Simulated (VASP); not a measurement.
Write the native input for VASP 6.6.1 that does the following.

```yaml
Task: single point
Functional: revPBE
Potentials_or_basis: VASP PAW PBE potentials, release 64 (Sn_d, O)
Cutoff: 520 eV
k_mesh: 6 × 6 × 8
Occupations: gaussian, width 0.05 eV
Spin: no spin polarisation
Dipole_correction: no
Further_INCAR_settings: ALGO = Normal; EDIFF = 1e-07; NBANDS = 35
```

The structure of SnO2 (Cassiterite) lies in POSCAR:

```
SnO2
1.0
    4.7693783979      0.0000000000      0.0000000000
    0.0000000000      4.7693783979      0.0000000000
    0.0000000000      0.0000000000      3.2076032640
Sn O
2 4
Direct
    0.5000000000      0.5000000000      0.5000000000
    0.0000000000      0.0000000000      0.0000000000
    0.8071000000      0.1929000000      0.5000000000
    0.6929000000      0.6929000000      0.0000000000
    0.1929000000      0.8071000000      0.5000000000
    0.3071000000      0.3071000000      0.0000000000
```

One way to write it, as run:

INCAR

```
SYSTEM = SnO2
PREC = Accurate ; ENCUT = 520
EDIFF = 1E-7 ; ISMEAR = 0
SIGMA = 0.05 ; LREAL = .False.
LASPH = .True. ; NELM = 60
ALGO = Normal ; ISIF = 2
LWAVE = .False. ; LCHARG = .False.
GGA = RE ; NBANDS = 35
```

KPOINTS

```
Automatic mesh
0
Gamma
  6 6 8
  0 0 0
```

Potentials or basis: VASP PAW PBE potentials, release 64 (Sn_d, O).

Command:

```console
$ cat potpaw_PBE.64/Sn_d/POTCAR potpaw_PBE.64/O/POTCAR > POTCAR
$ mpirun -np 1 vasp_std > vasp.out
```

Results of the run:

| Property | Result |
| --- | --- |
| Pressure | 10.3 GPa |
| Largest force | 0.235 eV/Å |
| Band gap on the k mesh | 1.11 eV, direct |

Caveat: the PAW data sets were made with another functional, which shifts forces and pressure a little; spin-orbit coupling is left out, which moves the levels of the heavy elements.

Wall time 100 s on 1 thread of Intel(R) Xeon(R) Platinum 8488C (Sapphire Rapids) (shared host), peak memory 0.23 GiB.
